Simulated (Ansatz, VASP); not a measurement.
## Two plane-wave programs on MnSi3

File INCAR:

```
PREC = Accurate
ENCUT = 500
EDIFF = 1E-7
ISMEAR = 0
SIGMA = 0.1
LREAL = False
LASPH = True
NELM = 200
ALGO = Normal
ISIF = 3
LWAVE = False
LCHARG = False
ISPIN = 2
MAGMOM = 3.5 0 0 0
LORBIT = 11
LMAXMIX = 4
GGA = PE
IBRION = 2
NSW = 100
EDIFFG = -0.01
GGA_COMPAT = False
NELMIN = 4
```

KPOINTS

```
regular mesh
0
Gamma
  12 12 12
```

Contents of POSCAR:

```
MnSi3
1.0
    3.8347006922      0.0000000000      0.0000000000
    0.0000000000      3.8347006922      0.0000000000
    0.0000000000      0.0000000000      3.8347006922
Mn Si
1 3
Direct
    0.0000000000      0.0000000000      0.0000000000
    0.0000000000      0.5000000000      0.5000000000
    0.5000000000      0.0000000000      0.5000000000
    0.5000000000      0.5000000000      0.0000000000
```

Input for Ansatz:

```yaml
crystal:
  lattice:
    - [3.8347006922, 0.0, 0.0]
    - [0.0, 3.8347006922, 0.0]
    - [0.0, 0.0, 3.8347006922]
  atoms:
    - { symbol: Mn, position: [0.0, 0.0, 0.0], spin: 3.5 }
    - { symbol: Si, position: [0.0, 0.5, 0.5] }
    - { symbol: Si, position: [0.5, 0.0, 0.5] }
    - { symbol: Si, position: [0.5, 0.5, 0.0] }
basis:
  ecutwfc: 420
kpoints:
  mp_grid: { grid: [12, 12, 12] }
hamiltonian:
  xc: pbe
scf:
  occupations: { method: gaussian, width: 0.1 }
output:
  forces: true
  stress: true
  eigenvalues: true
  populations: true
magnetization:
  spin_polarized: true
relax:
  adjacent_minimum: "off"
  f_tol: 0.01
  max_steps: 80
  cell: { stress_tol: 0.05 }
```

Alike in both runs: task relaxation of cell and atoms; functional PBE; k mesh 12 × 12 × 12; occupations gaussian, width 0.1 eV; collinear spin.

|  | VASP | Ansatz |
| --- | --- | --- |
| version | VASP 6.6.1 | Ansatz 0.2.0 |
| potentials or method | VASP PAW PBE potentials, release 64 (Mn_pv, Si), cutoff 500 eV | scalar-relativistic, plane waves, PAW |
| valence electrons in the cell | 25 | 27 |

|  | VASP | Ansatz | Ansatz less VASP |
| --- | --- | --- | --- |
| gap on the k mesh at the Fermi level, each at its own relaxed structure (eV) | none | none | - |
| net moment per atom (μB) | 0.74 | 0.74 | -0.001 |
| size of the moment on the site where the two differ most (μB) | 2.93 | 2.92 | -0.011 |
| relaxed volume (Å³/atom) | 13.55 | 13.55 | +0.002 |
| relaxed cell length with the largest relative difference (Å) | 3.785 | 3.785 | +0.0002 |

Site moments also hang on the region over which each program counts them. A gap of «none» marks a metal or a gap that the smearing closes. VASP's potentials hold 25 valence electrons a cell and Ansatz's 27, so a difference there can come from the potentials and not from the codes.
